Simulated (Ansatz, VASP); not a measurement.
Given: the input of a run of VASP 6.6.1 on FeO.

INCAR

```
PREC = Accurate
ENCUT = 520
EDIFF = 1E-6
ISMEAR = -1
SIGMA = 0.05
LREAL = F
LASPH = T
NELM = 150
ALGO = Normal
ISIF = 2
LWAVE = F
LCHARG = T
ISPIN = 2
MAGMOM = 3 0
LORBIT = 11
LMAXMIX = 4
GGA = PE
LELF = T
LVHAR = T
NBANDS = 18
```

Contents of KPOINTS:

```
Automatic mesh
0
Gamma
  12 12 12
```

File POSCAR:

```
FeO
1.0
   -1.6335251827      1.6335251827      2.1242534522
    1.6335251827     -1.6335251827      2.1242534522
    1.6335251827      1.6335251827     -2.1242534522
Fe O
1 1
Direct
    0.0000000000      0.0000000000      0.0000000000
    0.5000000000      0.5000000000      0.0000000000
```

Potentials or basis: VASP PAW PBE potentials, release 64 (Fe, O).

Run with:

```bash
$ cat potpaw_PBE.64/Fe/POTCAR potpaw_PBE.64/O/POTCAR > POTCAR
$ mpirun -np 1 vasp_std > vasp.out
```

Problem. Set up the same calculation for Ansatz 0.2.0. Potentials there: all-electron LAPW, scalar-relativistic.

Solution. As run (the cutoff follows the program's own potentials):

input.yaml

```yaml
crystal:
  lattice:
    - [-1.6335251827, 1.6335251827, 2.1242534522]
    - [1.6335251827, -1.6335251827, 2.1242534522]
    - [1.6335251827, 1.6335251827, -2.1242534522]
  atoms:
    - { symbol: Fe, position: [0.0, 0.0, 0.0], spin: 3.0 }
    - { symbol: O, position: [0.5, 0.5, 0.0] }
kpoints:
  mp_grid: { grid: [12, 12, 12] }
scf:
  occupations: { method: fermi_dirac, width: 0.05 }
hamiltonian:
  xc: pbe
  pseudopotentials: { kind: all_electron, lapw: { basis_error: 0.0005 } }
magnetization:
  spin_polarized: true
output:
  forces: true
  stress: true
  eigenvalues: true
```

Potentials or basis: all-electron LAPW, scalar-relativistic.

Run with:

```bash
$ ansatz run input.yaml --threads 2 --pin off --max-ram 6144MiB --backend cpu --events-out ev --progress --plain --runs-dir out
```

Both were run:

|  | VASP | Ansatz | Ansatz less VASP |
| --- | --- | --- | --- |
| gap on the k mesh at the Fermi level (eV) | none | none | - |
| pressure (GPa) | -15.9 | -15.8 | +0.07 |
| traceless stress, the component that is largest in VASP (GPa) | 0.66 | 0.45 | -0.218 |
| net moment per atom (μB) | 2.00 | 2.00 | +0.001 |
| size of the moment on the site where the two differ most (μB) | 0.28 | 0.30 | +0.015 |

Site moments also hang on the region over which each program counts them. A gap of «none» marks a metal or a gap that the smearing closes. Ansatz ran all-electron here, and VASP with PAW potentials.
